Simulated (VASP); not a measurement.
**GaN: single point with r2SCAN**

Crystal: GaN.

```
Ga N
1.0
     3.18000    0.00000    0.00000
    -1.59000    2.75396    0.00000
     0.00000    0.00000    5.24349
Ga N
2 2
Cartesian
  0.0000 1.8360 0.0000
  1.5900 0.9180 2.6217
  0.0000 1.8360 1.9663
  1.5900 0.9180 4.5881
```

This cell differs from its parent crystal: strain +0.000 along x and y, +0.015 along z.

* Program: VASP 6.6.1
* Task: single point
* Functional: r2SCAN
* Potentials or basis: VASP PAW PBE potentials, release 64 (Ga_d, N)
* Cutoff: 520 eV
* k mesh: 12 × 12 × 6
* Occupations: gaussian, width 0.05 eV
* Spin: no spin polarisation
* Dipole correction: no
* Further INCAR settings: ALGO = Normal; EDIFF = 1e-06; NBANDS = 26

| Property | Result |
| --- | --- |
| Pressure | -0.8 GPa |
| Largest force | 0.018 eV/Å |
| Band gap on the k mesh | 2.23 eV |

Forces in eV/Å, atoms in the order of the input:
```
Ga   0.000  0.000  0.018
Ga   0.000  0.000  0.018
N    0.000  0.000 -0.018
N    0.000  0.000 -0.018
```

Stress tensor (GPa, compression positive):
```
 0.56  0.00  0.00
 0.00  0.56  0.00
 0.00  0.00 -3.41
```

Levels at points of the mesh, in eV from the valence-band top:
```csv
k point,band 14,band 15,band 16,band 17,band 18,band 19,band 20,band 21,band 22,band 23
"(0.00, 0.00, 0.00)",-1.02,-1.02,-0.11,0.00,0.00,2.23,4.86,9.78,10.62,10.62
"(0.50, 0.00, 0.00)",-5.41,-4.29,-2.77,-2.26,-1.04,5.62,6.03,6.40,9.20,10.98
"(0.00, 0.00, 0.50)",-4.01,-0.52,-0.52,-0.52,-0.52,4.72,4.72,9.05,9.05,11.14
"(0.50, 0.00, 0.50)",-6.68,-2.01,-2.01,-1.97,-1.97,4.80,4.80,8.32,8.32,10.67
```

Wall time 5.6 min on 1 thread of Intel Xeon 8259CL, with other jobs on the host, peak memory 0.22 GiB.

Caveat: the cell differs from its parent crystal (strain +0.000 along x and y, +0.015 along z); the PAW data sets were made with another functional, which shifts forces and pressure a little.
